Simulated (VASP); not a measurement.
# C in VASP: further runs, part 2 of 2

VASP 6.6.1. Earlier steps stand in the parts before.

## (3) Single point, PBE

This run uses another cell than the first one, of 11.31 Å³/atom.

File INCAR:

```
SYSTEM = C
ALGO = Normal
EDIFF = 1E-7
ENCUT = 520
GGA = PE
ISIF = 2
ISMEAR = 0
LASPH = .TRUE.
LCHARG = .FALSE.
LREAL = .FALSE.
LWAVE = .FALSE.
NBANDS = 11
NELM = 100
PREC = Accurate
SIGMA = 0.1
```

File KPOINTS:

```
k-points
0
G
  26 26 26
  0 0 0
```

File POSCAR:

```
C
1.0
    0.0000000000      2.1359981710      4.2926744070
    1.2332193164      0.0000000000      4.2926744070
    1.2332193164      2.1359981710      0.0000000000
C
2
Direct
    0.1666721719      0.8333278281      0.1666721719
    0.8333278281      0.1666721719      0.8333278281
```

Potentials or basis: VASP PAW PBE potentials, release 64 (C).

The run is started by

```
> cat potpaw_PBE.64/C/POTCAR > POTCAR
> mpirun -np 1 vasp_std > vasp.out
```

OUTCAR:

```text
SYSTEM = C
   EDIFF = 1E-7
   ENCUT = 520
   GGA = PE
   ISIF = 2
   ISMEAR = 0
   LASPH = .TRUE.
   LREAL = .FALSE.
   NELM = 100
   PREC = Accurate

 ion  position               nearest neighbor table
   1  0.167  0.833  0.167-   2 1.42   2 1.42   2 1.42
   2  0.833  0.167  0.833-   1 1.42   1 1.42   1 1.42

  LATTYP: Found a face centered orthorhombic cell.
 ALAT       =     2.4664386328
 B/A-ratio  =     1.7320505303
 C/A-ratio  =     3.4808686094

  Lattice vectors:

 A1 = (   0.0000000000,   2.1359981710,   4.2926744070)
 A2 = (   1.2332193164,   0.0000000000,   4.2926744070)
 A3 = (   1.2332193164,   2.1359981710,   0.0000000000)

Analysis of symmetry for initial positions (statically):
=====================================================================
 Subroutine PRICEL returns:
 Original cell was already a primitive cell.

 Routine SETGRP: Setting up the symmetry group for a
 face centered orthorhombic supercell.

 Subroutine GETGRP returns: Found  8 space group operations
 (whereof  8 operations were pure point group operations)
 out of a pool of  8 trial point group operations.

The static configuration has the point symmetry D_2h.

Analysis of symmetry for dynamics (positions and initial velocities):
=====================================================================
 Subroutine PRICEL returns:
 Original cell was already a primitive cell.

 Routine SETGRP: Setting up the symmetry group for a
 face centered orthorhombic supercell.

 Subroutine GETGRP returns: Found  8 space group operations
 (whereof  8 operations were pure point group operations)
 out of a pool of  8 trial point group operations.

The dynamic configuration has the point symmetry D_2h.

 Subroutine INISYM returns: Found  8 space group operations
 (whereof  8 operations are pure point group operations),
 and found     1 'primitive' translations

----------------------------------------------------------------------------------------

                                     Primitive cell

  volume of cell :      22.6151

  direct lattice vectors                    reciprocal lattice vectors
     0.000000000  2.135998171  4.292674407    -0.405442887  0.234082597  0.116477504
     1.233219316  0.000000000  4.292674407     0.405442887 -0.234082597  0.116477504
     1.233219316  2.135998171  0.000000000     0.405442887  0.234082597 -0.116477504

  length of vectors
     4.794741052  4.466305346  2.466438337     0.482437152  0.482437152  0.482437152

  position of ions in fractional coordinates (direct lattice)
     0.166672172  0.833327828  0.166672172
     0.833327828  0.166672172  0.833327828

  ion indices of the primitive-cell ions
   primitive index   ion index
                 1           1
                 2           2

----------------------------------------------------------------------------------------

 KPOINTS: k-points

Automatic generation of k-mesh.
 Grid dimensions read from file:
 generate k-points for:   26   26   26
[... 21 lines left out ...]
  0.000000  0.000000  0.000000      1.000000
  0.038462  0.000000  0.000000      8.000000
  0.076923  0.000000  0.000000      8.000000
  0.115385  0.000000  0.000000      8.000000
  0.153846 -0.000000 -0.000000      8.000000
  0.192308  0.000000 -0.000000      8.000000
[... 16 lines left out ...]
  0.346154  0.038462 -0.000000      8.000000
  0.384615  0.038462  0.000000      8.000000
 [... further k-points ...]
   k-points           NKPTS =   2471   k-points in BZ     NKDIM =   2471   number of bands    NBANDS=     11
   number of dos      NEDOS =    301   number of ions     NIONS =      2
   total plane-waves  NPLWV =  23328
   dimension x,y,z NGX =    36 NGY =   36 NGZ =   18
   dimension x,y,z NGXF=    72 NGYF=   72 NGZF=   36
   ions per type =               2
   NGX,Y,Z   is equivalent  to a cutoff of  12.48, 13.40, 12.13 a.u.
   NGXF,Y,Z  is equivalent  to a cutoff of  24.96, 26.80, 24.27 a.u.
 SYSTEM =  C
   PREC   = accura    normal or accurate (medium, high low for compatibility)
   ISTART =      0    job   : 0-new  1-cont  2-samecut
   ICHARG =      2    charge: 1-file 2-atom 10-const
   ISPIN  =      1    spin polarized calculation?
   LNONCOLLINEAR =      F non collinear calculations
   LSORBIT =      F    spin-orbit coupling
   LASPH  =      T    aspherical Exc in radial PAW
   ENCUT  =  520.0 eV  38.22 Ry    6.18 a.u.   8.92  8.30  4.59*2*pi/ulx,y,z
   NELM   =    100;   NELMIN=  2; NELMDL= -5     # of ELM steps
   EDIFF  = 0.1E-06   stopping-criterion for ELM
   LREAL  =      F    real-space projection
   EDIFFG = 0.1E-05   stopping-criterion for IOM
   NSW    =      0    number of steps for IOM
   IBRION =     -1    ionic relax: 0-MD 1-quasi-New 2-CG
   NFREE  =      0    steps in history (QN), initial steepest desc. (CG)
   ISIF   =      2    stress and relaxation
   ISYM   =      2    0-nonsym 1-usesym 2-fastsym
   POTIM  = 0.5000    time-step for ionic-motion
   TEBEG  =    0.0;   TEEND  =   0.0 temperature during run
   PSTRESS=    0.0 pullay stress
   NELECT =       8.0000    total number of electrons
   NUPDOWN=      -1.0000    fix difference up-down
   EMIN   =  10.00;   EMAX   =-10.00  energy-range for DOS
   EFERMI =   0.00;   METHOD = LEGACY
   ISMEAR =     0;   SIGMA  =   0.10  broadening in eV -4-tet -1-fermi 0-gaus
   EFERMI_NEDOS =   21; number of points for ismear=-14 and -15
   IALGO  =     38    algorithm
   IMIX   =      4    mixing-type and parameters
     AMIX     =   0.40;   BMIX     =  1.00
     AMIX_MAG =   1.60;   BMIX_MAG =  1.00
  volume/ion in A,a.u.               =      11.31        76.31
  Fermi-wavevector in a.u.,A,eV,Ry     =   1.157813  2.187949 18.239033  1.340531
  Thomas-Fermi vector in A             =   2.294421
   LORBIT       =      0    0 simple, 1 ext, 2 COOP (PROOUT), +10 PAW based schemes
   GGA     = PE    functional components
   LHFCALC =     F    Hartree Fock is set to
   AEXX    =    0.0000 exact exchange contribution
   IVDW    =     0    specifies the selected vdW correction
   LEPSILON=     F    determine dielectric tensor
   LRPA    =     F    only Hartree local field effects (RPA)
 non-spin polarized calculation
 Gauss-broadening in eV      SIGMA  =   0.10
  energy-cutoff  :      520.00
  volume of cell :       22.62
 maximum number of plane-waves:       627
   NGX = 17   NGY = 17   NGZ =  9

 number of electron       8.0000000 magnetization

 Free energy of the ion-electron system (eV)
  ---------------------------------------------------
  ext. energy  EPLUGINS =         0.00000000
  ---------------------------------------------------
  free energy    TOTEN  =       -18.45367850 eV

  energy without entropy =      -18.45367828  energy(sigma->0) =      -18.45367839

 E-fermi :   2.7664     XC(G=0):  -8.6791

 val. band max:        2.5306619090   @ k =   0.5000  -0.1538   0.3462
 cond. band min:       3.0257819131   @ k =  -0.0385   0.3077   0.3077
 fundamental gap:      0.4951200041
 Fermi energy:         2.7664323134

 k-point     1 :       0.0000    0.0000    0.0000
  band No.  band energies     occupation
      1     -16.7867      2.00000
      2      -4.6307      2.00000
      3      -0.2979      2.00000
      4      -0.2978      2.00000
      5       5.8123      0.00000
      6      11.0480      0.00000
      7      11.0556      0.00000
      8      14.1588      0.00000
      9      15.2342      0.00000
     10      19.2791      0.00000
     11      25.2496      0.00000
[... 309 lines left out ...]
 k-point    24 :       0.3846    0.0385    0.0000
  band No.  band energies     occupation
      1     -13.9917      2.00000
      2      -7.2194      2.00000
      3      -3.1299      2.00000
      4      -1.6175      2.00000
      5       7.2757      0.00000
      6      10.2066      0.00000
      7      10.5560      0.00000
      8      18.1901      0.00000
      9      18.9280      0.00000
     10      19.3868      0.00000
     11      21.7094      0.00000

 [... further k-points ...]

------------------------ aborting loop because EDIFF is reached ----------------------------------------

  FORCE on cell =-STRESS in cart. coord.  units (eV):
  Direction    XX          YY          ZZ          XY          YZ          ZX
  --------------------------------------------------------------------------------------
  -------------------------------------------------------------------------------------
  Total        0.0795314      0.0789407     -0.0017604      0.0000000      0.0000000      0.0000000
  in kB        5.6344308      5.5925819     -0.1247166      0.0000000      0.0000000      0.0000000
  external PRESSURE =       3.7007653 kB  Pullay stress =       0.0000000 kB

 VOLUME and BASIS-vectors are now :
 -----------------------------------------------------------------------------
  energy-cutoff  :      520.00
  volume of cell :       22.62
      direct lattice vectors                 reciprocal lattice vectors
     0.000000000  2.135998171  4.292674407    -0.405442887  0.234082597  0.116477504
     1.233219316  0.000000000  4.292674407     0.405442887 -0.234082597  0.116477504
     1.233219316  2.135998171  0.000000000     0.405442887  0.234082597 -0.116477504

 POSITION                                       TOTAL-FORCE (eV/Angst)
 -----------------------------------------------------------------------------------
      1.23322      0.71202      4.29267         0.000000     -0.000634      0.000000
      1.23322      3.55997      4.29267         0.000000      0.000634      0.000000
 -----------------------------------------------------------------------------------
    total drift:                                0.000000      0.000000     -0.000000

  FREE ENERGIE OF THE ION-ELECTRON SYSTEM (eV)
  ---------------------------------------------------
  free  energy   TOTEN  =       -18.4536784978 eV

  energy  without entropy=      -18.4536782840  energy(sigma->0) =      -18.45367839
```

stdout:

```text
POSCAR found type information on POSCAR C
 POSCAR found :  1 types and       2 ions
 scaLAPACK will be used
 LDA part: xc-table for (Slater+PW92), standard interpolation
 POSCAR, INCAR and KPOINTS ok, starting setup
 FFT: planning ... GRIDC
 FFT: planning ... GRID_SOFT
 FFT: planning ... GRID
 WAVECAR not read
 entering main loop
```

Wall time 4.1 min (1 thread of Intel Xeon 6975P-C (Granite Rapids), shared host); peak memory 0.57 GiB.

What came out:

```yaml
Free_energy: -18.4537 eV
Pressure: 0.4 GPa
```

Caveat: this functional lacks dispersion, which binds the layers, so the pressure and a relaxed spacing across them are unreliable.

## (4) Relaxation of cell and atoms, PBE

This run uses another cell than the first one: it holds 4 atoms, not 2.

File INCAR:

```
PREC     = Accurate       # precision mode
ENCUT    = 600            # plane-wave cutoff, eV
EDIFF    = 1E-6           # SCF threshold, eV
ISMEAR   = 0              # smearing method
SIGMA    = 0.1            # smearing width, eV
LREAL    = False          # projectors in reciprocal space
LASPH    = True           # aspherical terms in the spheres
NELM     = 80             # most SCF steps
ALGO     = Normal         # electronic algorithm
ISIF     = 3              # what is computed and relaxed
LWAVE    = False          # write WAVECAR
LCHARG   = False          # write CHGCAR
GGA      = PE             # functional
IBRION   = 2              # ionic algorithm
NSW      = 100            # ionic steps
EDIFFG   = -0.01          # ionic threshold
```

File KPOINTS:

```
regular mesh
0
Gamma
  21 21 8
```

File POSCAR:

```
C
1.0
    1.2280479700     -2.1270618200      0.0000000000
    1.2280479700      2.1270618200      0.0000000000
    0.0000000000      0.0000000000      7.1732677600
C
4
Direct
    0.0833794600      0.9166205400      0.7531376000
    0.5833794600      0.4166205400      0.2468624000
    0.9166205400      0.0833794600      0.2468624000
    0.4166205400      0.5833794600      0.7531376000
```

The run is started by

```
> cat potpaw_PBE.64/C/POTCAR > POTCAR
> mpirun -np 1 vasp_std > vasp.out
```

Wall time 42 min (1 thread of Intel Xeon Platinum 8259CL at 2.50GHz (Skylake/Cascade Lake), shared host); peak memory 0.4 GiB.

Results (log left out):

```yaml
Free_energy: -36.9053 eV
Relaxed_volume: 10.80 Å³/atom
Relaxed_cell: a = 2.467 Å, b = 2.467 Å, c = 8.196 Å, α = 90.00°, β = 90.00°, γ = 120.00°
Space_group_after_relaxing_to_0.1_Å: Fmmm (No. 69)
Energy_gained_by_relaxing: 5.7 meV/atom
Ionic_steps: 21
Pressure_after_relaxing: 0.0 GPa
```

Step by step:
```tsv
step	energy change (eV)	largest force (eV/Å)	pressure (GPa)	volume (Å³)
1	0.0000	0.0266	3.77	37.48
2	0.0189	0.0964	-6.61	38.68
3	-0.0053	0.0189	0.31	37.86
4	-0.0063	0.0589	0.27	37.99
5	-0.0078	0.2848	0.15	38.41
6	-0.0079	0.2817	0.14	38.42
7	-0.0084	0.2722	0.12	38.47
8	-0.0092	0.2534	0.15	38.57
9	-0.0108	0.2158	0.17	38.76
10	-0.0135	0.1408	0.16	39.15
11	-0.0172	0.0089	0.20	39.93
12	-0.0194	0.3012	0.33	41.48
13	-0.0207	0.2335	0.27	41.86
14	-0.0219	0.1370	0.20	42.41
15	-0.0224	0.0552	0.05	43.50
16	-0.0225	0.0278	0.14	43.03
17	-0.0226	0.0065	0.12	43.15
18	-0.0226	0.0009	0.11	43.18
19	-0.0227	0.0056	0.06	43.19
20	-0.0227	0.0142	-0.04	43.21
21	-0.0227	0.0008	-0.03	43.21
```

Final structure:
```cif
data_structure
_symmetry_space_group_name_H-M 'P 1'
_symmetry_Int_Tables_number 1
_cell_length_a 2.4672
_cell_length_b 2.4672
_cell_length_c 8.1960
_cell_angle_alpha 90.000
_cell_angle_beta 90.000
_cell_angle_gamma 119.996
_cell_volume 43.21
loop_
_atom_site_label
_atom_site_type_symbol
_atom_site_fract_x
_atom_site_fract_y
_atom_site_fract_z
_atom_site_occupancy
C1 C 0.08333 0.91667 0.75123 1
C2 C 0.58333 0.41667 0.24877 1
C3 C 0.91667 0.08333 0.24877 1
C4 C 0.41667 0.58333 0.75123 1
```

Levels at points of the mesh, in eV from the Fermi level:
```
           k point  band 5  band 6  band 7  band 8  band 9  band 10  band 11  band 12
(0.00, 0.00, 0.00)   -3.04   -3.04   -3.04   -3.04    3.21     6.90     8.30     8.30
(0.00, 0.00, 0.50)   -3.04   -3.04   -3.04   -3.04    4.61     4.66     8.30     8.30
```

Caveat: the volume moved by over 15 % at a fixed basis, so the end points are rough; this functional lacks dispersion, which binds the layers, so the pressure and a relaxed spacing across them are unreliable.

## (5) Relaxation of cell and atoms, PBE

This run uses another cell than the first one, of 11.15 Å³/atom.

File INCAR:

```
SYSTEM = C
  PREC = Accurate
  ENCUT = 600
  EDIFF = 1E-6
  ISMEAR = 0
  SIGMA = 0.1
  LREAL = .False.
  LASPH = .True.
  NELM = 100
  ALGO = Normal
  ISIF = 3
  LWAVE = .False.
  LCHARG = .False.
  GGA = PE
  IBRION = 2
  NSW = 100
  EDIFFG = -0.01
```

File KPOINTS:

```
regular mesh
0
Gamma
  26 26 26
  0 0 0
```

File POSCAR:

```
C
1.0
    0.0000000000      2.1360122036      4.2323179874
    1.2332897324      0.0000000000      4.2323179874
    1.2332897324      2.1360122036      0.0000000000
C
2
Direct
    0.1666711394      0.8333288606      0.1666711394
    0.8333288606      0.1666711394      0.8333288606
```

The run is started by

```
> cat potpaw_PBE.64/C/POTCAR > POTCAR
> mpirun -np 1 vasp_std > vasp.out
```

Wall time 14 min (1 thread of Oxide Virtual Turin-like, shared host); peak memory 0.53 GiB.

The run converged. Its results:

```
Free energy             : -18.4583 eV
Pressure after relaxing : 0.0 GPa
```

Stress tensor (GPa, compression positive):
```
 0.10  0.00  0.00
 0.00  0.14  0.00
 0.00  0.00 -0.14
```

Final structure:
```xyz
2
Lattice="0.0000 2.1360 4.2323 1.2333 0.0000 4.2323 1.2333 2.1360 0.0000" Properties=species:S:1:pos:R:3 pbc="T T T"
C     1.2333    0.7120    4.2323
C     1.2333    3.5600    4.2323
```

Caveat: the relaxation stopped at its first step, so nothing moved; this functional lacks dispersion, which binds the layers, so the pressure and a relaxed spacing across them are unreliable.

## (6) Summary

| task | cell | k mesh | cutoff (eV) | smearing | pressure (GPa) | relaxed volume (Å³/atom) |
| --- | --- | --- | --- | --- | --- | --- |
| relaxation of cell and atoms | relaxed from a = 4.333, b = 3.966, c = 2.468 Å, angles 81.1, 64.7, 34.2°, 2 atoms, atomic positions A | 18 × 18 × 18 | 600 | gaussian 0.01 eV | 0.0 | 10.42 |
| single point | a = 4.795, b = 4.466, c = 2.466 Å, angles 82.1, 67.3, 30.6°, 2 atoms, atomic positions A | 26 × 26 × 26 | 520 | gaussian 0.1 eV | 0.4 | - |
| relaxation of cell and atoms | relaxed from a = 2.456, b = 2.456, c = 7.173 Å, angles 90.0, 90.0, 120.0°, 4 atoms, atomic positions B | 21 × 21 × 8 | 600 | gaussian 0.1 eV | 0.0 | 10.80 |
| relaxation of cell and atoms | relaxed from a = 4.741, b = 4.408, c = 2.466 Å, angles 82.0, 67.0, 31.0°, 2 atoms, atomic positions A | 26 × 26 × 26 | 600 | gaussian 0.1 eV | 0.0 | - |

Alike in all rows: level PBE; potentials or basis VASP PAW PBE potentials, release 64 (C); no spin polarisation.

Caveats: this functional lacks dispersion, which binds the layers, so the pressure and a relaxed spacing across them are unreliable; the volume moved by over 15 % at a fixed basis, so the end points are rough (at least some runs); the relaxation stopped at its first step, so nothing moved (at least some runs).

Total energies depend on the potentials used, so only differences within one code and one set of settings carry meaning.
